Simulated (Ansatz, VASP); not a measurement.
Si2W in VASP and in Ansatz

```
Si W
1.0
     4.51177    0.00000    0.00000
    -2.25588    3.90731    0.00000
     0.00000    0.00000    6.68328
Si W
6 3
Direct
  0.86783 0.73567 0.50000
  0.13217 0.86783 0.83333
  0.73567 0.86783 0.16667
  0.13217 0.26433 0.50000
  0.86783 0.13217 0.83333
  0.26433 0.13217 0.16667
  0.00000 0.50000 0.16667
  0.50000 0.50000 0.83333
  0.50000 0.00000 0.50000
```

Alike in both runs: task single point; functional LDA; k mesh 9 × 9 × 6; occupations gaussian, width 0.03 eV; no spin polarisation.

```csv
,VASP,Ansatz
version,VASP 6.6.1,Ansatz 0.2.0
potentials or method,"VASP PAW LDA potentials, release 64 (Si, W_sv), cutoff 520 eV","scalar-relativistic, plane waves, PAW"
valence electrons in the cell,66,66
```

```csv
,VASP,Ansatz,Ansatz less VASP
gap on the k mesh at the Fermi level (eV),none,none,-
pressure (GPa),13.9,13.2,-0.62
"traceless stress, the component that is largest in VASP (GPa)",-17.50,-17.40,+0.100
rms of the force components (eV/Å),3.443,3.450,+0.0070
```

Ansatz warns that its potentials were made for another functional, while VASP's fit it. LDA's correlation is that of Perdew and Zunger in VASP and of Perdew and Wang (1992) in Ansatz. Atom by atom the forces differ by 0.007 eV/Å (rms over components). A gap of «none» marks a metal or a gap that the smearing closes.

Spin-orbit coupling is off throughout.
